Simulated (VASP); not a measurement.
A run of VASP 6.6.1 is set up as follows.

Contents of INCAR:

```
SYSTEM = Zn4HO4
PREC     = Accurate       ! precision mode
ENCUT    = 520            ! plane-wave cutoff, eV
EDIFF    = 1E-6           ! SCF threshold, eV
ISMEAR   = 0              ! smearing method
SIGMA    = 0.05           ! smearing width, eV
LREAL    = .False.        ! projectors in reciprocal space
LASPH    = .True.         ! aspherical terms in the spheres
NELM     = 150            ! most SCF steps
ALGO     = Normal         ! electronic algorithm
ISIF     = 2              ! what is computed and relaxed
LWAVE    = .False.        ! write WAVECAR
LCHARG   = .True.         ! write CHGCAR
ISPIN    = 2              ! spin polarisation
MAGMOM   = 0 0 0 0 0 0 0 0 1 ! initial moments
LORBIT   = 11             ! projections on sites
LDIPOL   = .True.       
IDIPOL   = 3            
DIPOL    = 0.5 0.5 0.480
GGA      = PS             ! functional
LELF     = .True.         ! ELF
LVHAR    = .True.       
LVACPOTAV= .True.       
NBANDS   = 50             ! bands
```

Contents of KPOINTS:

```
regular mesh
0
Gamma
  9 9 1
  0 0 0
```

File POSCAR:

```
Zn4HO4
1.0
    3.2300235058      0.0000000000      0.0000000000
   -1.6150117529      2.7972824109      0.0000000000
    0.0000000000      0.0000000000     27.4527337477
O Zn H
4 4 1
Direct
    0.3333333333      0.6666666667      0.3096230808
    0.6666666667      0.3333333333      0.4045917157
    0.3333333333      0.6666666667      0.4990724609
    0.6666666667      0.3333333333      0.6305714697
    0.6666666667      0.3333333333      0.3326185251
    0.3333333333      0.6666666667      0.4275871599
    0.6666666667      0.3333333333      0.5268284517
    0.3333333333      0.6666666667      0.6268446368
    0.0000000000      0.0000000000      0.5582645175
```

Potentials or basis: VASP PAW PBE potentials, release 64 (O, Zn, H).

Launch:

```console
$ cat potpaw_PBE.64/O/POTCAR potpaw_PBE.64/Zn/POTCAR potpaw_PBE.64/H/POTCAR > POTCAR
$ mpirun -np 1 vasp_std > vasp.out
```

Question: Predict the largest force.

Answer: 1.417 eV/Å.

Question: Estimate the net moment.

Answer: 0.45 μB per cell.

Forces in eV/Å, atoms in the order of the input:
```
O    0.000  0.000  1.194
O    0.000  0.000  0.281
O    0.000  0.000  0.006
O    0.000  0.000  0.020
Zn   0.000  0.000 -1.417
Zn   0.000  0.000 -0.123
Zn   0.000  0.000  0.041
Zn   0.000  0.000 -0.007
H    0.000  0.000  0.004
```

Caveat: a moment this small can come from the mesh or the smearing; the PAW data sets were made with another functional, which shifts forces and pressure a little.
